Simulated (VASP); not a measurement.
Wanted: the native input for a VASP 6.6.1 run.

* Task: single point
* Functional: PBEsol
* Dispersion: D3(BJ)
* Potentials or basis: VASP PAW PBE potentials, release 64 (Cu)
* Cutoff: 600 eV
* k mesh: 8 × 8 × 8
* Occupations: gaussian, width 0.1 eV
* Spin: no spin polarisation
* Dipole correction: no
* Further INCAR settings: ALGO = Normal; EDIFF = 1e-06; NBANDS = 12

The structure of Cu lies in POSCAR:

```
Cu
1.0
    0.0000000000      1.7850000000      1.7850000000
    1.7850000000      0.0000000000      1.7850000000
    1.7850000000      1.7850000000      0.0000000000
Cu
1
Direct
    0.0000000000      0.0000000000      0.0000000000
```

One way to write it, as run:

INCAR

```
SYSTEM = Cu
PREC = Accurate
ENCUT = 600
EDIFF = 1E-6
ISMEAR = 0
SIGMA = 0.1
LREAL = .FALSE.
LASPH = .TRUE.
NELM = 120
ALGO = Normal
ISIF = 2
LWAVE = .FALSE.
LCHARG = .TRUE.
GGA = PS
IVDW = 12
LELF = .TRUE.
LVHAR = .TRUE.
NBANDS = 12
GGA_COMPAT = .FALSE.
```

KPOINTS

```
Automatic mesh
0
G
  8 8 8
  0 0 0
```

Potentials or basis: VASP PAW PBE potentials, release 64 (Cu).

The run is started by

```console
$ cat potpaw_PBE.64/Cu/POTCAR > POTCAR
$ mpirun -np 1 vasp_std > vasp.out
```

It gave:

```
Pressure                   : -6.9 GPa
Dispersion energy per atom : -0.544 eV
```

Caveat: the k points lie up to 0.38 Å⁻¹ apart; the PAW data sets were made with another functional, which shifts forces and pressure a little; pairwise dispersion overbinds metals, which lowers pressure and volume.

Run time: 4.9 s on 1 thread of Intel Xeon 6975P-C, on a shared host, peak memory 0.13 GiB.
